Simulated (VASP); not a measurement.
# Li (P6/mmm) in VASP: further runs

The runs below take Li through single point, relaxation of cell and atoms, with BLYP.

Everything below comes from runs of VASP 6.6.1. Logs are shortened: lines on timing, memory, paths and dates and some standing lists are left out, and cuts for length are marked.

## 1. The cell of the first run

It takes space group P6/mmm (No. 191, hexagonal). Conventional cell: a = 5.040 Å, b = 5.040 Å, c = 2.949 Å, α = 90.00°, β = 90.00°, γ = 120.00°. Within 3.9 Å of Li (site symmetry 6/mmm) lie 14 Li at 2.95 to 3.26 Å. Li (site symmetry -6m2) has 11 Li at 2.91 to 3.26 Å within 3.8 Å.

This isn't the form of Li at room conditions, which is bcc.

## 2. Single point, BLYP (21.63 Å³/atom)

INCAR

```
SYSTEM = Li
PREC     = Accurate       ! precision mode
ENCUT    = 520            ! plane-wave cutoff, eV
EDIFF    = 1E-7           ! SCF threshold, eV
ISMEAR   = -1             ! smearing method
SIGMA    = 0.1            ! smearing width, eV
LREAL    = .False.        ! projectors in reciprocal space
LASPH    = .True.         ! aspherical terms in the spheres
NELM     = 100            ! most SCF steps
ALGO     = Normal         ! electronic algorithm
ISIF     = 2              ! what is computed and relaxed
LWAVE    = .False.        ! write WAVECAR
LCHARG   = .False.        ! write CHGCAR
GGA      = B5             ! functional
ALDAX    = 1.0          
AGGAX    = 1.0          
AGGAC    = 1.0          
ALDAC    = 0.0          
NBANDS   = 12             ! bands
```

KPOINTS

```
regular mesh
0
Gamma
  8 8 12
  0 0 0
```

POSCAR

```
Li
1.0
    5.0403175839      0.0000000000      0.0000000000
   -2.5201587919      4.3650430708      0.0000000000
    0.0000000000      0.0000000000      2.9492740943
Li
3
Direct
    0.0000000000      0.0000000000      0.0000000000
    0.3333333333      0.6666666667      0.5000000000
    0.6666666667      0.3333333333      0.5000000000
```

Potentials or basis: VASP PAW PBE potentials, release 64 (Li_sv).

Started as:

```sh
> cat potpaw_PBE.64/Li_sv/POTCAR > POTCAR
> mpirun -np 1 vasp_std > vasp.out
```

OUTCAR:

```text
SYSTEM = Li
   PREC = Accurate
   ENCUT = 520
   EDIFF = 1E-7
   ISMEAR = -1
   LREAL = .False.
   LASPH = .True.
   NELM = 100
   ISIF = 2
   GGA = B5

 ion  position               nearest neighbor table
   1  0.000  0.000  0.000-
   2  0.333  0.667  0.500-
   3  0.667  0.333  0.500-

  LATTYP: Found a hexagonal cell.
 ALAT       =     5.0403175839
 C/A-ratio  =     0.5851365604

  Lattice vectors:

 A1 = (   5.0403175839,   0.0000000000,   0.0000000000)
 A2 = (  -2.5201587919,   4.3650430708,   0.0000000000)
 A3 = (   0.0000000000,   0.0000000000,   2.9492740943)

Analysis of symmetry for initial positions (statically):
=====================================================================
 Subroutine PRICEL returns:
 Original cell was already a primitive cell.

 Routine SETGRP: Setting up the symmetry group for a
 hexagonal supercell.

 Subroutine GETGRP returns: Found 24 space group operations
 (whereof 24 operations were pure point group operations)
 out of a pool of 24 trial point group operations.

The static configuration has the point symmetry D_6h.

Analysis of symmetry for dynamics (positions and initial velocities):
=====================================================================
 Subroutine PRICEL returns:
 Original cell was already a primitive cell.

 Routine SETGRP: Setting up the symmetry group for a
 hexagonal supercell.

 Subroutine GETGRP returns: Found 24 space group operations
 (whereof 24 operations were pure point group operations)
 out of a pool of 24 trial point group operations.

The dynamic configuration has the point symmetry D_6h.

 Subroutine INISYM returns: Found 24 space group operations
 (whereof 24 operations are pure point group operations),
 and found     1 'primitive' translations

----------------------------------------------------------------------------------------

                                     Primitive cell

  volume of cell :      64.8876

  direct lattice vectors                    reciprocal lattice vectors
     5.040317584  0.000000000  0.000000000     0.198400197  0.114546407  0.000000000
    -2.520158792  4.365043071  0.000000000     0.000000000  0.229092814  0.000000000
     0.000000000  0.000000000  2.949274094     0.000000000  0.000000000  0.339066485

  length of vectors
     5.040317584  5.040317584  2.949274094     0.229092814  0.229092814  0.339066485

  position of ions in fractional coordinates (direct lattice)
     0.000000000  0.000000000  0.000000000
     0.333333333  0.666666667  0.500000000
[... 85 lines left out ...]
   ISIF   =      2    stress and relaxation
   ISYM   =      2    0-nonsym 1-usesym 2-fastsym
   POTIM  = 0.5000    time-step for ionic-motion
   TEBEG  =    0.0;   TEEND  =   0.0 temperature during run
   PSTRESS=    0.0 pullay stress
   NELECT =       9.0000    total number of electrons
   NUPDOWN=      -1.0000    fix difference up-down
   EMIN   =  10.00;   EMAX   =-10.00  energy-range for DOS
   EFERMI =   0.00;   METHOD = LEGACY
   ISMEAR =    -1;   SIGMA  =   0.10  broadening in eV -4-tet -1-fermi 0-gaus
   EFERMI_NEDOS =   21; number of points for ismear=-14 and -15
   IALGO  =     38    algorithm
   IMIX   =      4    mixing-type and parameters
     AMIX     =   0.40;   BMIX     =  1.00
     AMIX_MAG =   1.60;   BMIX_MAG =  1.00
  volume/ion in A,a.u.               =      21.63       145.96
  Fermi-wavevector in a.u.,A,eV,Ry     =   0.847426  1.601403  9.770764  0.718131
  Thomas-Fermi vector in A             =   1.962930
   LORBIT       =      0    0 simple, 1 ext, 2 COOP (PROOUT), +10 PAW based schemes
   GGA     = B5    functional components
   LHFCALC =     F    Hartree Fock is set to
   AEXX    =    0.0000 exact exchange contribution
   IVDW    =     0    specifies the selected vdW correction
   LEPSILON=     F    determine dielectric tensor
   LRPA    =     F    only Hartree local field effects (RPA)
 non-spin polarized calculation
  energy-cutoff  :      520.00
  volume of cell :       64.89
 maximum number of plane-waves:      1774
 NGX is ok and might be reduce to    40

 number of electron       9.0000001 magnetization

 Free energy of the ion-electron system (eV)
  ---------------------------------------------------
  ext. energy  EPLUGINS =         0.00000000
  ---------------------------------------------------
  free energy    TOTEN  =        -4.67971796 eV

  energy without entropy =       -4.62968445  energy(sigma->0) =       -4.65470120

 E-fermi :   0.8661     XC(G=0):  -6.4908

 val. band max:        0.8382833459   @ k =   0.2500   0.1250   0.0000
 cond. band min:       0.8762209497   @ k =   0.2500   0.2500   0.2500
 fundamental gap:      0.0379376038
 Fermi energy:         0.8660678016

 k-point     1 :       0.0000    0.0000    0.0000
  band No.  band energies     occupation
      1     -46.5270      2.00000
      2     -46.5115      2.00000
      3     -46.4204      2.00000
      4      -2.5804      2.00000
      5       2.8819      0.00000
      6       2.8819      0.00000
      7       2.9443      0.00000
      8       2.9443      0.00000
      9       6.3365      0.00000
     10       6.4644      0.00000
     11      10.4814      0.00000
     12      14.2343      0.00000
[... 331 lines left out ...]
 k-point    24 :       0.3750    0.0000    0.1667
  band No.  band energies     occupation
      1     -46.5207      2.00000
      2     -46.5133      2.00000
      3     -46.4185      2.00000
      4      -1.3776      2.00000
      5       0.1145      1.99891
      6       1.5677      0.00179
      7       3.9244      0.00000
      8       7.2815      0.00000
      9       7.7428      0.00000
     10       8.8724      0.00000
     11       9.5400      0.00000
     12      10.7610      0.00000

 [... further k-points ...]
[... 5 lines left out ...]
  --------------------------------------------------------------------------------------
  -------------------------------------------------------------------------------------
  Total       -0.4314917     -0.4314917     -0.3323039     -0.0000000      0.0000000      0.0000000
  in kB      -10.6542147    -10.6542147     -8.2051109     -0.0000000      0.0000000      0.0000000
  external PRESSURE =      -9.8378468 kB  Pullay stress =       0.0000000 kB

 VOLUME and BASIS-vectors are now :
 -----------------------------------------------------------------------------
  energy-cutoff  :      520.00
  volume of cell :       64.89
      direct lattice vectors                 reciprocal lattice vectors
     5.040317584  0.000000000  0.000000000     0.198400197  0.114546407  0.000000000
    -2.520158792  4.365043071  0.000000000     0.000000000  0.229092814  0.000000000
     0.000000000  0.000000000  2.949274094     0.000000000  0.000000000  0.339066485

 POSITION                                       TOTAL-FORCE (eV/Angst)
 -----------------------------------------------------------------------------------
      0.00000      0.00000      0.00000        -0.000000      0.000000     -0.000000
     -0.00000      2.91003      1.47464        -0.000000      0.000000      0.000000
      2.52016      1.45501      1.47464         0.000000     -0.000000     -0.000000
 -----------------------------------------------------------------------------------
    total drift:                               -0.000000      0.000000      0.000000

  FREE ENERGIE OF THE ION-ELECTRON SYSTEM (eV)
  ---------------------------------------------------
  free  energy   TOTEN  =        -4.6797179583 eV

  energy  without entropy=       -4.6296844485  energy(sigma->0) =       -4.65470120
```

OSZICAR:

```text
N       E                     dE             d eps       ncg     rms          rms(c)
DAV:   1     0.275326172068E+02    0.27533E+02   -0.36306E+03  1680   0.662E+02
DAV:   2     0.177234197884E+01   -0.25760E+02   -0.25017E+02  1972   0.149E+02
DAV:   3    -0.456302363293E+01   -0.63354E+01   -0.62661E+01  3264   0.387E+01
DAV:   4    -0.467165194687E+01   -0.10863E+00   -0.10851E+00  2104   0.852E+00
DAV:   5    -0.467462187433E+01   -0.29699E-02   -0.29697E-02  2672   0.113E+00    0.277E-01
DAV:   6    -0.467698739546E+01   -0.23655E-02   -0.14722E-03  2132   0.260E-01    0.171E-01
DAV:   7    -0.467952896643E+01   -0.25416E-02   -0.46660E-03  1996   0.431E-01    0.298E-02
DAV:   8    -0.467971797679E+01   -0.18901E-03   -0.90598E-04  2560   0.187E-01    0.185E-02
DAV:   9    -0.467970692296E+01    0.11054E-04   -0.17824E-05  2212   0.387E-02    0.729E-03
DAV:  10    -0.467971368207E+01   -0.67591E-05   -0.20955E-06  2280   0.107E-02    0.666E-03
DAV:  11    -0.467971876001E+01   -0.50779E-05   -0.33933E-06  2056   0.139E-02    0.213E-03
DAV:  12    -0.467971834370E+01    0.41631E-06   -0.58241E-07  2676   0.566E-03    0.180E-03
DAV:  13    -0.467971803536E+01    0.30833E-06   -0.76216E-08  2024   0.204E-03    0.461E-04
DAV:  14    -0.467971795828E+01    0.77083E-07   -0.34735E-08  1236   0.146E-03
   1 F= -.46797180E+01 E0= -.46547012E+01  d E =-.500335E-01
```

stdout:

```text
POSCAR found type information on POSCAR Li
 POSCAR found :  1 types and       3 ions
 scaLAPACK will be used
 -----------------------------------------------------------------------------
|                                                                             |
|                                                                             |
|     You enforced a specific xc type in the INCAR file but a different       |
|     I HOPE YOU KNOW WHAT YOU ARE DOING!                                     |
|                                                                             |
 -----------------------------------------------------------------------------

 LDA part: xc-table for (Slater(with rela. corr.)+VWN5), standard interpolation
 POSCAR, INCAR and KPOINTS ok, starting setup
 FFT: planning ... GRIDC
 FFT: planning ... GRID_SOFT
 FFT: planning ... GRID
 WAVECAR not read
 entering main loop
```

It took 87 s on 1 thread of Intel Xeon 8259CL, shared host; peak memory 0.19 GiB.

Results:

```yaml
Free_energy: -4.6797 eV
Band_gap_on_the_k_mesh: zero (an odd number of electrons rules out a gap without spin polarisation)
```

Caveat: the cutoff is under 1.25 times the usual one of these potentials, so pressure, stress and relaxed cells hold a basis-set (Pulay) error; the PAW data sets were made with another functional, which shifts forces and pressure a little.

## 3. Relaxation of cell and atoms, BLYP

This run uses another cell than the first one, of the same volume but with other edges.

INCAR

```
PREC     = Accurate       # precision mode
ENCUT    = 600            # plane-wave cutoff, eV
EDIFF    = 1E-6           # SCF threshold, eV
ISMEAR   = -1             # smearing method
SIGMA    = 0.1            # smearing width, eV
LREAL    = False          # projectors in reciprocal space
LASPH    = True           # aspherical terms in the spheres
NELM     = 60             # most SCF steps
ALGO     = Normal         # electronic algorithm
ISIF     = 3              # what is computed and relaxed
LWAVE    = False          # write WAVECAR
LCHARG   = False          # write CHGCAR
GGA      = B5             # functional
ALDAX    = 1.0          
AGGAX    = 1.0          
AGGAC    = 1.0          
ALDAC    = 0.0          
IBRION   = 2              # ionic algorithm
NSW      = 80             # ionic steps
EDIFFG   = -0.01          # ionic threshold
```

KPOINTS

```
Automatic mesh
0
Gamma
  7 7 10
```

POSCAR

```
Li
1.0
    4.9612054717      0.0000000000      0.0000000000
   -2.4806027358      4.2965299719      0.0000000000
    0.0000000000      0.0000000000      3.0412189541
Li
3
Direct
    0.0000000000      0.0000000000      0.0000000000
    0.3333333333      0.6666666667      0.5000000000
    0.6666666667      0.3333333333      0.5000000000
```

Potentials or basis: VASP PAW PBE potentials, release 64 (Li_sv).

Started as:

```sh
> cat potpaw_PBE.64/Li_sv/POTCAR > POTCAR
> mpirun -np 1 vasp_std > vasp.out
```

Run time: 3.3 min. Hardware: 1 thread of Intel Xeon 8259CL, shared host; peak memory 0.19 GiB.

Results (log left out):

- Free energy: -4.6924 eV
- Relaxed volume: 19.82 Å³/atom
- Relaxed cell: a = 4.889 Å, b = 4.889 Å, c = 2.872 Å, α = 90.00°, β = 90.00°, γ = 120.00°
- Space group after relaxing (to 0.1 Å): P6/mmm (No. 191)
- Energy gained by relaxing: 7.4 meV/atom
- Ionic steps: 7
- Pressure after relaxing: 0.0 GPa
- Band gap on the k mesh: zero (an odd number of electrons rules out a gap without spin polarisation)

Stress tensor (GPa, compression positive):
```
 0.08  0.00  0.00
 0.00  0.08  0.00
 0.00  0.00 -0.05
```

Step by step:
| step | energy change (eV) | largest force (eV/Å) | pressure (GPa) | volume (Å³) |
| --- | --- | --- | --- | --- |
| 1 | 0.0000 | 0.0000 | -0.92 | 64.83 |
| 2 | -0.0076 | 0.0000 | -0.74 | 63.67 |
| 3 | -0.0208 | 0.0000 | -0.13 | 60.27 |
| 4 | -0.0216 | 0.0000 | 0.13 | 59.09 |
| 5 | -0.0216 | 0.0000 | 0.10 | 59.24 |
| 6 | -0.0221 | 0.0000 | 0.06 | 59.36 |
| 7 | -0.0223 | 0.0000 | 0.04 | 59.45 |

Final structure:
```
CELL_PARAMETERS angstrom
4.88899 0.00000 0.00000
-2.44450 4.23399 0.00000
0.00000 0.00000 2.87222
ATOMIC_POSITIONS crystal
Li 0.00000 0.00000 0.00000
Li 0.33333 0.66667 0.50000
Li 0.66667 0.33333 0.50000
```

Levels at points of the mesh, in eV from the Fermi level:
```tsv
k point	band 2	band 3	band 4	band 5	band 6	band 7
(0.00, 0.00, 0.00)	-47.25	-47.16	-3.59	2.09	2.09	2.15
(0.00, 0.00, 0.50)	-47.24	-47.15	-0.56	0.10	5.42	5.44
```

Caveat: the cutoff is under 1.25 times the usual one of these potentials, so pressure, stress and relaxed cells hold a basis-set (Pulay) error; the PAW data sets were made with another functional, which shifts forces and pressure a little.
